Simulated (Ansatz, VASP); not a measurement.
## One calculation of GaN, two programs

Contents of POSCAR:

```
GaN
1.0
    3.1509943483      0.0000000000      0.0000000000
   -1.5754971741      2.7288411528      0.0000000000
    0.0000000000      0.0000000000      5.1312621142
Ga N
2 2
Direct
    0.3333333333      0.6666666667     -0.0008868499
    0.6666666667      0.3333333333      0.4991131501
    0.3333333333      0.6666666667      0.3758868499
    0.6666666667      0.3333333333      0.8758868499
```

Contents of INCAR.step1:

```
ALGO = Normal
EDIFF = 1E-4
ENCUT = 520
GGA = PE
ISMEAR = 0
LASPH = T
LCHARG = F
LREAL = F
LWAVE = T
NBANDS = 26
NELM = 60
PREC = Accurate
SIGMA = 0.01
```

Contents of INCAR.step2:

```
ALGO = Normal
EDIFF = 1E-6
ENCUT = 520
ISIF = 2
ISMEAR = 0
ISTART = 1
LASPH = T
LCHARG = T
LELF = T
LMIXTAU = T
LREAL = F
LVHAR = T
LWAVE = F
METAGGA = R2SCAN
NBANDS = 26
NELM = 60
PREC = Accurate
SIGMA = 0.01
```

The input KPOINTS:

```
k-points
0
Gamma
  9 9 4
```

Input for Ansatz:

```yaml
crystal:
  lattice:
    - [3.1509943483, 0.0, 0.0]
    - [-1.5754971741, 2.7288411528, 0.0]
    - [0.0, 0.0, 5.1312621142]
  atoms:
    - { symbol: Ga, position: [0.3333333333, 0.6666666667, -0.0008868499] }
    - { symbol: Ga, position: [0.6666666667, 0.3333333333, 0.4991131501] }
    - { symbol: "N", position: [0.3333333333, 0.6666666667, 0.3758868499] }
    - { symbol: "N", position: [0.6666666667, 0.3333333333, 0.8758868499] }
kpoints:
  mp_grid: { grid: [9, 9, 4] }
hamiltonian:
  xc: r2scan
scf:
  occupations: { method: fixed }
  n_extra_bands: 5
output:
  forces: true
  stress: true
  eigenvalues: true
```

Alike in both runs: task single point; functional r2SCAN; k mesh 9 × 9 × 4; no spin polarisation.

|  | VASP | Ansatz |
| --- | --- | --- |
| version | VASP 6.6.1 | Ansatz 0.2.0 |
| potentials or method | VASP PAW PBE potentials, release 64 (Ga_d, N) | plane waves, PAW |
| plane-wave cutoff (eV) | 520 | 500 |
| occupations | gaussian, width 0.01 eV | fixed |
| valence electrons in the cell | 36 | 36 |

|  | VASP | Ansatz | Ansatz less VASP |
| --- | --- | --- | --- |
| gap on the k mesh at the Fermi level (eV) | 2.55 | 2.56 | +0.009 |
| pressure (GPa) | 7.6 | 6.4 | -1.18 |
| traceless stress, the component that is largest in VASP (GPa) | -0.17 | -0.03 | +0.132 |
| rms of the force components (eV/Å) | 0.006 | 0.003 | -0.0028 |

VASP's potentials were made for PBE, not for r2SCAN. Atom by atom the forces differ by 0.003 eV/Å (rms over components).
